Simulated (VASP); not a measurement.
Set up this calculation in VASP 6.6.1, as the native input.

| Property | Result |
| --- | --- |
| Task | single point |
| Functional | r2SCAN |
| Potentials or basis | VASP PAW PBE potentials, release 64 (Sb) |
| Cutoff | 520 eV |
| k mesh | 19 × 19 × 19 |
| Occupations | fermi-dirac, width 0.1 eV |
| Spin | no spin polarisation |
| Dipole correction | no |
| Further INCAR settings | ALGO = Normal; EDIFF = 1e-07; NBANDS = 8 |

Sb:

```
CELL_PARAMETERS angstrom
-1.88897 1.88897 1.88897
1.88897 -1.88897 1.88897
1.88897 1.88897 -1.88897
ATOMIC_POSITIONS crystal
Sb 0.00000 0.00000 0.00000
```

One way to write it, as run:

POSCAR

```
Sb
1.0
   -1.8889657918      1.8889657918      1.8889657918
    1.8889657918     -1.8889657918      1.8889657918
    1.8889657918      1.8889657918     -1.8889657918
Sb
1
Direct
    0.0000000000      0.0000000000      0.0000000000
```

INCAR.step1

```
PREC = Accurate
ENCUT = 520
ISMEAR = -1
SIGMA = 0.1
LREAL = F
LASPH = T
NELM = 100
NBANDS = 8
GGA = PE
ALGO = Normal
EDIFF = 1E-4
LWAVE = T
LCHARG = F
```

INCAR.step2

```
PREC = Accurate
ENCUT = 520
EDIFF = 1E-7
ISMEAR = -1
SIGMA = 0.1
LREAL = F
LASPH = T
NELM = 100
ALGO = Normal
ISIF = 2
LWAVE = F
LCHARG = F
METAGGA = R2SCAN
LMIXTAU = T
NBANDS = 8
ISTART = 1
```

KPOINTS

```
regular mesh
0
Gamma
  19 19 19
```

Potentials or basis: VASP PAW PBE potentials, release 64 (Sb).

Run with:

```sh
$ cat potpaw_PBE.64/Sb/POTCAR > POTCAR
$ cp INCAR.step1 INCAR
$ mpirun -np 1 vasp_std > vasp.out
$ cp INCAR.step2 INCAR
$ mpirun -np 1 vasp_std > vasp.out
```

It gave:

```yaml
Pressure: -0.1 GPa
```

Caveat: the PAW data sets were made with another functional, which shifts forces and pressure a little.

It took 5.8 min on 1 thread of AMD EPYC 7R13 (shared host), peak memory 0.15 GiB.
